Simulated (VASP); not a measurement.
## BaTiO3: single point with PBE+U

The system is BaTiO3.

```
CELL_PARAMETERS angstrom
4.00822 0.00000 0.00000
0.00000 2.87328 2.88592
0.00000 -2.87328 2.88592
ATOMIC_POSITIONS crystal
Ba 0.00000 0.98209 0.98209
Ti 0.50000 0.51971 0.51971
O 0.00000 0.49163 0.49163
O 0.50000 0.49381 0.98300
O 0.50000 0.98300 0.49381
```

This cell differs from its parent crystal: all Ba atoms moved -0.150 Å, as atom 1 along Cartesian [0 0 1].

* Program: VASP 6.6.1
* Task: single point
* Functional: PBE
* Potentials or basis: VASP PAW PBE potentials, release 64 (Ba_sv, Ti_sv, O)
* Cutoff: 520 eV
* k mesh: 6 × 6 × 6
* Occupations: gaussian, width 0.05 eV
* Spin: no spin polarisation
* Hubbard terms: Ti d U = 4.0 eV

| Quantity | Value |
| --- | --- |
| Pressure | 3.7 GPa |
| Largest force | 1.121 eV/Å |
| Band gap on the k mesh | 2.48 eV (least direct gap 2.91 eV) |

Forces in eV/Å, atoms in the order of the input:
```
Ba   0.000  0.000  0.828
Ti   0.000  0.000 -1.121
O    0.000  0.000 -0.059
O    0.000 -0.279  0.176
O    0.000  0.279  0.176
```

Stress tensor (GPa, compression positive):
```
3.75 0.00 0.00
0.00 3.51 0.00
0.00 0.00 3.86
```

Levels at points of the mesh, in eV from the valence-band top:
```csv
k point,band 18,band 19,band 20,band 21,band 22,band 23
"(0.00, 0.00, 0.00)",-0.46,-0.45,-0.43,2.48,2.57,2.64
"(0.50, 0.00, 0.00)",-1.43,-1.12,-1.02,2.83,3.93,4.06
"(0.00, 0.50, 0.00)",-1.53,-0.95,-0.83,2.69,3.95,3.96
"(0.50, 0.50, 0.00)",-1.00,-0.97,-0.08,3.99,4.02,4.37
"(0.00, 0.50, 0.50)",-0.93,-0.89,-0.23,3.97,3.98,4.31
"(0.50, 0.50, 0.50)",-0.14,-0.01,0.00,4.47,4.50,4.63
```

Eigenvalues of the final occupation matrices:
| site | spin | trace | eigenvalues |
| --- | --- | --- | --- |
| site 2 d | 1 | 0.81 | 0.11 0.11 0.11 0.24 0.24 |
| site 2 d | 2 | 0.81 | 0.11 0.11 0.11 0.24 0.24 |

Run time: 60 s on 1 thread of AMD EPYC 9R45 96-Core Processor (Zen 5), on a shared host, peak memory 0.2 GiB.

Caveat: the cell differs from its parent crystal (all Ba atoms moved -0.150 Å, as atom 1 along Cartesian [0 0 1]); the cell stands under pressure; spin-orbit coupling is left out, which moves the levels of the heavy elements; forces of over 1 eV/Å act on the atoms, so gaps and moduli don't describe the material at rest. A k mesh can miss the band edges.
